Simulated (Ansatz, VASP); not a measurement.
## Two plane-wave programs on GaP

```
CELL_PARAMETERS angstrom
0.00000 2.65920 2.65920
2.65920 0.00000 2.65920
2.65920 2.65920 0.00000
ATOMIC_POSITIONS crystal
Ga 0.00000 0.00000 0.00000
P 0.75000 0.75000 0.75000
```

Alike in both runs: task single point; functional PBEsol; dispersion D3(BJ); k mesh 8 × 8 × 8; occupations gaussian, width 0.05 eV; no spin polarisation.

|  | VASP | Ansatz |
| --- | --- | --- |
| version | VASP 6.6.1 | Ansatz 0.2.0 |
| potentials or method | VASP PAW PBE potentials, release 64 (Ga_d, P), cutoff 520 eV | scalar-relativistic, plane waves, PAW |
| valence electrons in the cell | 18 | 18 |

VASP gave:

| Item | Value |
| --- | --- |
| gap on the k mesh at the Fermi level (eV) | 1.35 |
| least direct gap on the mesh (eV) | 2.36 |
| pressure (GPa) | 3.9 |

Q: Which values does Ansatz return?

A: gap on the k mesh at the Fermi level (eV): 1.35; least direct gap on the mesh (eV): 2.35; pressure (GPa): 4.0.

VASP's potentials were made for PBE, not for PBEsol.
